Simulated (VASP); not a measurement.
# TiO2 (C2/c) in VASP: a series of runs

TiO2 is run at these levels: PBE; tasks: single point.

Program: VASP 6.6.1. These are calculated values, not measurements. Logs are shortened: lines on timing, memory, paths and dates and some standing lists are left out, and cuts for length are marked.

## 1. The cell of the first run

The typed cell holds 6 atoms: a = 3.799 Å, b = 3.799 Å, c = 5.543 Å, α = 110.03°, β = 110.03°, γ = 90.00°.

## 2. Single point, PBE

Contents of INCAR:

```
SYSTEM = TiO2
ALGO = Normal
EDIFF = 1E-7
ENCUT = 520
GGA = PE
ISIF = 2
ISMEAR = 0
LASPH = .True.
LCHARG = .False.
LREAL = .False.
LWAVE = .False.
NBANDS = 33
NELM = 60
PREC = Accurate
SIGMA = 0.02
```

Contents of KPOINTS:

```
k-points
0
Gamma
  8 8 6
  0 0 0
```

Contents of POSCAR:

```
TiO2
1.0
    2.6862131219     -2.6862804220     -0.0195708715
    2.6862131219      2.6862804220     -0.0195708715
   -2.6489319409      0.0000000000      4.8689976220
Ti O
2 4
Direct
    0.1251059390      0.8748940610      0.2500000000
    0.8748940610      0.1251059390      0.7500000000
    0.3314172323      0.0816314269      0.6629499135
    0.6685827677      0.9183685731      0.3370500865
    0.9183685731      0.6685827677      0.8370500865
    0.0816314269      0.3314172323      0.1629499135
```

Potentials or basis: VASP PAW PBE potentials, release 64 (Ti_sv, O).

Started as:

```console
$ cat potpaw_PBE.64/Ti_sv/POTCAR potpaw_PBE.64/O/POTCAR > POTCAR
$ mpirun -np 1 vasp_std > vasp.out
```

OUTCAR:

```text
SYSTEM = TiO2
   EDIFF = 1E-7
   ENCUT = 520
   GGA = PE
   ISIF = 2
   ISMEAR = 0
   LASPH = .True.
   LREAL = .False.
   NELM = 60
   PREC = Accurate

 ion  position               nearest neighbor table
   1  0.125  0.875  0.250-   4 1.95   6 1.95   6 1.95   4 1.95   3 2.00   5 2.00
   2  0.875  0.125  0.750-   5 1.95   3 1.95   5 1.95   3 1.95   6 2.00   4 2.00
   3  0.331  0.082  0.663-   2 1.95   2 1.95   1 2.00
   4  0.669  0.918  0.337-   1 1.95   1 1.95   2 2.00
   5  0.918  0.669  0.837-   2 1.95   2 1.95   1 2.00
   6  0.082  0.331  0.163-   1 1.95   1 1.95   2 2.00

  LATTYP: Found a base centered monoclinic cell.
 ALAT       =     5.3725688289
 B/A-ratio  =     0.9999985138
 C/A-ratio  =     1.0317078539
 COS(beta)  =    -0.4842815555

  Lattice vectors:

 A1 = (   2.6862131219,  -2.6862804220,  -0.0195708715)
 A2 = (   2.6862131219,   2.6862804220,  -0.0195708715)
 A3 = (  -2.6489319409,   0.0000000000,   4.8689976220)

Analysis of symmetry for initial positions (statically):
=====================================================================
 Subroutine PRICEL returns:
 Original cell was already a primitive cell.

 Routine SETGRP: Setting up the symmetry group for a
 base centered monoclinic supercell.

 Subroutine GETGRP returns: Found  4 space group operations
 (whereof  2 operations were pure point group operations)
 out of a pool of  4 trial point group operations.

The static configuration has the point symmetry S_2 .
 The point group associated with its full space group is C_2h.

Analysis of symmetry for dynamics (positions and initial velocities):
=====================================================================
 Subroutine PRICEL returns:
 Original cell was already a primitive cell.

 Routine SETGRP: Setting up the symmetry group for a
 base centered monoclinic supercell.

 Subroutine GETGRP returns: Found  4 space group operations
 (whereof  2 operations were pure point group operations)
 out of a pool of  4 trial point group operations.

The dynamic configuration has the point symmetry S_2 .
 The point group associated with its full space group is C_2h.

 Subroutine INISYM returns: Found  4 space group operations
 (whereof  2 operations are pure point group operations),
 and found     1 'primitive' translations

----------------------------------------------------------------------------------------

                                     Primitive cell

  volume of cell :      69.9901

  direct lattice vectors                    reciprocal lattice vectors
     2.686213122 -2.686280422 -0.019570871     0.186876363 -0.186130977  0.101668311
     2.686213122  2.686280422 -0.019570871     0.186876363  0.186130977  0.101668311
    -2.648931941  0.000000000  4.868997622     0.001502294  0.000000000  0.206198391

  length of vectors
     3.798977028  3.798977028  5.542921456     0.282672887  0.282672887  0.206203863

  position of ions in fractional coordinates (direct lattice)
     0.125105939  0.874894061  0.250000000
     0.874894061  0.125105939  0.750000000
     0.331417232  0.081631427  0.662949914
     0.668582768  0.918368573  0.337050086
     0.918368573  0.668582768  0.837050086
     0.081631427  0.331417232  0.162949914

  ion indices of the primitive-cell ions
   primitive index   ion index
                 1           1
                 2           2
                 3           3
                 4           4
                 5           5
                 6           6

----------------------------------------------------------------------------------------

 KPOINTS: k-points

Automatic generation of k-mesh.
 Grid dimensions read from file:
 generate k-points for:    8    8    6

 Generating k-lattice:

  Cartesian coordinates                     Fractional coordinates (reciprocal lattice)
     0.023359545 -0.023266372  0.012708539     0.125000000 -0.000000000 -0.000000000
     0.023359545  0.023266372  0.012708539    -0.000000000  0.125000000 -0.000000000
     0.000250382  0.000000000  0.034366398     0.000000000  0.000000000  0.166666667

  Length of vectors
     0.035334111  0.035334111  0.034367311

  Shift w.r.t. Gamma in fractional coordinates (k-lattice)
     0.000000000  0.000000000  0.000000000

 Subroutine IBZKPT returns following result:
 ===========================================

 Found    114 irreducible k-points:

 Following reciprocal coordinates:
            Coordinates               Weight
  0.000000  0.000000  0.000000      1.000000
  0.125000  0.000000  0.000000      4.000000
  0.250000  0.000000  0.000000      4.000000
  0.375000  0.000000  0.000000      4.000000
  0.500000  0.000000  0.000000      2.000000
  0.125000  0.125000  0.000000      2.000000
[... 16 lines left out ...]
  0.125000  0.000000  0.166667      4.000000
  0.250000  0.000000  0.166667      4.000000
 [... further k-points ...]
   k-points           NKPTS =    114   k-points in BZ     NKDIM =    114   number of bands    NBANDS=     33
   number of dos      NEDOS =    301   number of ions     NIONS =      6
   total plane-waves  NPLWV =  32928
   dimension x,y,z NGX =    28 NGY =   28 NGZ =   42
   dimension x,y,z NGXF=    56 NGYF=   56 NGZF=   84
   ions per type =               2   4
   NGX,Y,Z   is equivalent  to a cutoff of  12.25, 12.25, 12.60 a.u.
   NGXF,Y,Z  is equivalent  to a cutoff of  24.51, 24.51, 25.19 a.u.
 SYSTEM =  TiO2
   PREC   = accura    normal or accurate (medium, high low for compatibility)
   ISTART =      0    job   : 0-new  1-cont  2-samecut
   ICHARG =      2    charge: 1-file 2-atom 10-const
   ISPIN  =      1    spin polarized calculation?
   LNONCOLLINEAR =      F non collinear calculations
   LSORBIT =      F    spin-orbit coupling
   LASPH  =      T    aspherical Exc in radial PAW
   ENCUT  =  520.0 eV  38.22 Ry    6.18 a.u.   7.06  7.06 10.31*2*pi/ulx,y,z
   NELM   =     60;   NELMIN=  2; NELMDL= -5     # of ELM steps
   EDIFF  = 0.1E-06   stopping-criterion for ELM
   LREAL  =      F    real-space projection
   EDIFFG = 0.1E-05   stopping-criterion for IOM
   NSW    =      0    number of steps for IOM
   IBRION =     -1    ionic relax: 0-MD 1-quasi-New 2-CG
   NFREE  =      0    steps in history (QN), initial steepest desc. (CG)
   ISIF   =      2    stress and relaxation
   ISYM   =      2    0-nonsym 1-usesym 2-fastsym
   POTIM  = 0.5000    time-step for ionic-motion
   TEBEG  =    0.0;   TEEND  =   0.0 temperature during run
   PSTRESS=    0.0 pullay stress
   NELECT =      48.0000    total number of electrons
   NUPDOWN=      -1.0000    fix difference up-down
   EMIN   =  10.00;   EMAX   =-10.00  energy-range for DOS
   EFERMI =   0.00;   METHOD = LEGACY
   ISMEAR =     0;   SIGMA  =   0.02  broadening in eV -4-tet -1-fermi 0-gaus
   EFERMI_NEDOS =   21; number of points for ismear=-14 and -15
   IALGO  =     38    algorithm
   IMIX   =      4    mixing-type and parameters
     AMIX     =   0.40;   BMIX     =  1.00
     AMIX_MAG =   1.60;   BMIX_MAG =  1.00
  volume/ion in A,a.u.               =      11.67        78.72
  Fermi-wavevector in a.u.,A,eV,Ry     =   1.443698  2.728194 28.358138  2.084264
  Thomas-Fermi vector in A             =   2.562077
   LORBIT       =      0    0 simple, 1 ext, 2 COOP (PROOUT), +10 PAW based schemes
   GGA     = PE    functional components
   LHFCALC =     F    Hartree Fock is set to
   AEXX    =    0.0000 exact exchange contribution
   IVDW    =     0    specifies the selected vdW correction
   LEPSILON=     F    determine dielectric tensor
   LRPA    =     F    only Hartree local field effects (RPA)
 non-spin polarized calculation
 Gauss-broadening in eV      SIGMA  =   0.02
  energy-cutoff  :      520.00
  volume of cell :       69.99
 maximum number of plane-waves:      1897
   NGX = 15   NGY = 15   NGZ = 21

 number of electron      47.9999996 magnetization

 Free energy of the ion-electron system (eV)
  ---------------------------------------------------
  ext. energy  EPLUGINS =         0.00000000
  ---------------------------------------------------
  free energy    TOTEN  =       -53.86473909 eV

  energy without entropy =      -53.86473909  energy(sigma->0) =      -53.86473909

 E-fermi :   3.3719     XC(G=0): -10.5926

 val. band max:        3.1186469748   @ k =  -0.3750   0.3750   0.0000
 cond. band min:       5.2543186340   @ k =   0.0000   0.0000   0.0000
 fundamental gap:      2.1356716592
 Fermi energy:         3.3718563857

 k-point     1 :       0.0000    0.0000    0.0000
  band No.  band energies     occupation
      1     -53.3141      2.00000
      2     -53.2630      2.00000
      3     -29.7429      2.00000
      4     -29.5243      2.00000
      5     -29.5243      2.00000
      6     -29.4629      2.00000
[... 25 lines left out ...]
     32       8.2033      0.00000
     33       8.3436      0.00000

 k-point     2 :       0.1250    0.0000    0.0000
  band No.  band energies     occupation
      1     -53.3123      2.00000
      2     -53.2642      2.00000
      3     -29.7388      2.00000
      4     -29.5422      2.00000
      5     -29.5256      2.00000
      6     -29.4705      2.00000
[... 25 lines left out ...]
     32       8.4734      0.00000
     33       8.7254      0.00000

 k-point     3 :       0.2500    0.0000    0.0000
  band No.  band energies     occupation
      1     -53.3077      2.00000
      2     -53.2673      2.00000
      3     -29.7292      2.00000
      4     -29.5834      2.00000
      5     -29.5283      2.00000
      6     -29.4863      2.00000
[... 25 lines left out ...]
     32       8.8465      0.00000
     33       9.1742      0.00000

 k-point     4 :       0.3750    0.0000    0.0000
  band No.  band energies     occupation
      1     -53.3021      2.00000
      2     -53.2715      2.00000
      3     -29.7193      2.00000
      4     -29.6247      2.00000
      5     -29.5306      2.00000
      6     -29.4967      2.00000
[... 673 lines left out ...]
     32       8.2720      0.00000
     33       8.3415      0.00000

 k-point    23 :       0.1250    0.0000    0.1667
  band No.  band energies     occupation
      1     -53.3068      2.00000
      2     -53.2698      2.00000
      3     -29.7018      2.00000
      4     -29.5532      2.00000
      5     -29.5339      2.00000
      6     -29.4637      2.00000
[... 25 lines left out ...]
     32       8.5964      0.00000
     33       8.6687      0.00000

 k-point    24 :       0.2500    0.0000    0.1667
  band No.  band energies     occupation
      1     -53.3011      2.00000
      2     -53.2739      2.00000
      3     -29.6890      2.00000
      4     -29.5974      2.00000
      5     -29.5354      2.00000
      6     -29.4839      2.00000
[... 25 lines left out ...]
     32       8.9417      0.00000
     33       9.0037      0.00000

 [... further k-points ...]

------------------------ aborting loop because EDIFF is reached ----------------------------------------

  FORCE on cell =-STRESS in cart. coord.  units (eV):
  Direction    XX          YY          ZZ          XY          YZ          ZX
  --------------------------------------------------------------------------------------
  -------------------------------------------------------------------------------------
  Total        0.2865713      0.2865274      0.3158856      0.0000000      0.0000000     -0.0063740
  in kB        6.5600434      6.5590389      7.2310925      0.0000000      0.0000000     -0.1459110
  external PRESSURE =       6.7833916 kB  Pullay stress =       0.0000000 kB

 VOLUME and BASIS-vectors are now :
 -----------------------------------------------------------------------------
  energy-cutoff  :      520.00
  volume of cell :       69.99
      direct lattice vectors                 reciprocal lattice vectors
     2.686213122 -2.686280422 -0.019570871     0.186876363 -0.186130977  0.101668311
     2.686213122  2.686280422 -0.019570871     0.186876363  0.186130977  0.101668311
    -2.648931941  0.000000000  4.868997622     0.001502294  0.000000000  0.206198391

 POSITION                                       TOTAL-FORCE (eV/Angst)
 -----------------------------------------------------------------------------------
      2.02398      2.01414      1.19768        -0.000000      0.000291      0.000000
      0.69951     -2.01414      3.63218        -0.000000     -0.000291     -0.000000
     -0.64657     -0.67099      3.21982         0.000217     -0.000374      0.018189
      3.37007      0.67099      1.61004        -0.000217      0.000374     -0.018189
      2.04560     -0.67099      4.04454        -0.000217     -0.000374     -0.018189
      0.67789      0.67099      0.78532         0.000217      0.000374      0.018189
 -----------------------------------------------------------------------------------
    total drift:                                0.000000      0.000000     -0.000000

  FREE ENERGIE OF THE ION-ELECTRON SYSTEM (eV)
  ---------------------------------------------------
  free  energy   TOTEN  =       -53.8647390871 eV

  energy  without entropy=      -53.8647390871  energy(sigma->0) =      -53.86473909
```

Run time: 3.3 min. Hardware: 1 thread of Intel Xeon Platinum 8488C (Sapphire Rapids), shared host; peak memory 0.31 GiB.

Results:

- Free energy: -53.8647 eV
- Pressure: 0.7 GPa
- Largest force: 0.018 eV/Å
- Band gap on the k mesh: 2.14 eV, indirect (least direct gap 2.42 eV)

Forces in eV/Å, atoms in the order of the input:
```
Ti   0.000  0.000  0.000
Ti   0.000  0.000  0.000
O    0.000  0.000  0.018
O    0.000  0.000 -0.018
O    0.000  0.000 -0.018
O    0.000  0.000  0.018
```

## 3. Single point, PBE

Contents of INCAR:

```
ALGO = Normal
EDIFF = 1E-7
ENCUT = 520
GGA = PE
ISIF = 2
ISMEAR = 0
LASPH = True
LCHARG = False
LREAL = False
LWAVE = False
NBANDS = 33
NELM = 80
PREC = Accurate
SIGMA = 0.02
```

Contents of KPOINTS:

```
k-points
0
Gamma
  8 8 6
```

POSCAR is that of step 2.

Potentials or basis: VASP PAW PBE potentials, release 64 (Ti_sv, O).

Started as:

```console
$ cat potpaw_PBE.64/Ti_sv/POTCAR potpaw_PBE.64/O/POTCAR > POTCAR
$ mpirun -np 1 vasp_std > vasp.out
```

OUTCAR:

```text
EDIFF = 1E-7
   ENCUT = 520
   GGA = PE
   ISIF = 2
   ISMEAR = 0
   LASPH = True
   LREAL = False
   NELM = 80
   PREC = Accurate

 ion  position               nearest neighbor table
   1  0.125  0.875  0.250-   4 1.95   6 1.95   6 1.95   4 1.95   3 2.00   5 2.00
   2  0.875  0.125  0.750-   5 1.95   3 1.95   5 1.95   3 1.95   6 2.00   4 2.00
   3  0.331  0.082  0.663-   2 1.95   2 1.95   1 2.00
   4  0.669  0.918  0.337-   1 1.95   1 1.95   2 2.00
   5  0.918  0.669  0.837-   2 1.95   2 1.95   1 2.00
   6  0.082  0.331  0.163-   1 1.95   1 1.95   2 2.00

  LATTYP: Found a base centered monoclinic cell.
 ALAT       =     5.3725688289
 B/A-ratio  =     0.9999985138
 C/A-ratio  =     1.0317078539
 COS(beta)  =    -0.4842815555

  Lattice vectors:

 A1 = (   2.6862131219,  -2.6862804220,  -0.0195708715)
 A2 = (   2.6862131219,   2.6862804220,  -0.0195708715)
 A3 = (  -2.6489319409,   0.0000000000,   4.8689976220)

[... 178 lines left out ...]
  ext. energy  EPLUGINS =         0.00000000
  ---------------------------------------------------
  free energy    TOTEN  =       -53.86473909 eV

  energy without entropy =      -53.86473909  energy(sigma->0) =      -53.86473909

 E-fermi :   3.3719     XC(G=0): -10.5926

 val. band max:        3.1186469748   @ k =  -0.3750   0.3750   0.0000
 cond. band min:       5.2543186340   @ k =   0.0000   0.0000   0.0000
 fundamental gap:      2.1356716592
 Fermi energy:         3.3718563857

 k-point     1 :       0.0000    0.0000    0.0000
  band No.  band energies     occupation
      1     -53.3141      2.00000
      2     -53.2630      2.00000
      3     -29.7429      2.00000
      4     -29.5243      2.00000
      5     -29.5243      2.00000
      6     -29.4629      2.00000
[... 853 lines left out ...]
     32       8.9417      0.00000
     33       9.0037      0.00000

 [... further k-points ...]
[... 5 lines left out ...]
  --------------------------------------------------------------------------------------
  -------------------------------------------------------------------------------------
  Total        0.2865713      0.2865274      0.3158856      0.0000000      0.0000000     -0.0063740
  in kB        6.5600434      6.5590389      7.2310925      0.0000000      0.0000000     -0.1459110
  external PRESSURE =       6.7833916 kB  Pullay stress =       0.0000000 kB

 VOLUME and BASIS-vectors are now :
 -----------------------------------------------------------------------------
  energy-cutoff  :      520.00
  volume of cell :       69.99
      direct lattice vectors                 reciprocal lattice vectors
     2.686213122 -2.686280422 -0.019570871     0.186876363 -0.186130977  0.101668311
     2.686213122  2.686280422 -0.019570871     0.186876363  0.186130977  0.101668311
    -2.648931941  0.000000000  4.868997622     0.001502294  0.000000000  0.206198391

 POSITION                                       TOTAL-FORCE (eV/Angst)
 -----------------------------------------------------------------------------------
      2.02398      2.01414      1.19768        -0.000000      0.000291      0.000000
      0.69951     -2.01414      3.63218        -0.000000     -0.000291     -0.000000
     -0.64657     -0.67099      3.21982         0.000217     -0.000374      0.018189
      3.37007      0.67099      1.61004        -0.000217      0.000374     -0.018189
      2.04560     -0.67099      4.04454        -0.000217     -0.000374     -0.018189
      0.67789      0.67099      0.78532         0.000217      0.000374      0.018189
 -----------------------------------------------------------------------------------
    total drift:                                0.000000      0.000000     -0.000000

  FREE ENERGIE OF THE ION-ELECTRON SYSTEM (eV)
  ---------------------------------------------------
  free  energy   TOTEN  =       -53.8647390871 eV

  energy  without entropy=      -53.8647390871  energy(sigma->0) =      -53.86473909
```

Wall time 3.4 min (1 thread of Intel Xeon Platinum 8488C (Sapphire Rapids), shared host); peak memory 0.31 GiB.

Results:

| Item | Value |
| --- | --- |
| Free energy | -53.8647 eV |
| Pressure | 0.7 GPa |
| Largest force | 0.018 eV/Å |
| Band gap on the k mesh | 2.14 eV, indirect (least direct gap 2.42 eV) |

Forces in eV/Å, atoms in the order of the input:
```
Ti   0.000  0.000  0.000
Ti   0.000  0.000  0.000
O    0.000  0.000  0.018
O    0.000  0.000 -0.018
O    0.000  0.000 -0.018
O    0.000  0.000  0.018
```
